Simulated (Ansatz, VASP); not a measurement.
# Two plane-wave programs on Mg

```
Mg
1.0
     0.00000    1.86296    1.86296
     1.86296    0.00000    1.86296
     1.86296    1.86296    0.00000
Mg
1
Direct
  0.00000 0.00000 0.00000
```

Alike in both runs: task relaxation of cell and atoms; functional PBEsol; k mesh 10 × 10 × 10; occupations gaussian, width 0.1 eV; no spin polarisation.

|  | VASP | Ansatz |
| --- | --- | --- |
| version | VASP 6.6.1 | Ansatz 0.2.0 |
| potentials or method | VASP PAW PBE potentials, release 64 (Mg), cutoff 600 eV | scalar-relativistic, plane waves, PAW |
| valence electrons in the cell | 2 | 10 |

```tsv
	VASP	Ansatz	Ansatz less VASP
gap on the k mesh at the Fermi level, each at its own relaxed structure (eV)	none	none	-
relaxed volume (Å³/atom)	22.70	22.40	-0.294
relaxed length of the cell vector where the two differ most in proportion (Å)	3.178	3.164	-0.0138
```

VASP's potentials were made for PBE, not for PBEsol. A gap of «none» marks a metal or a gap that the smearing closes. VASP's potentials hold 2 valence electrons a cell and Ansatz's 10, so a difference there can come from the potentials and not from the codes.

Noted on VASP's run: the volume moved by over 15 % at a fixed basis, so the end points are rough.
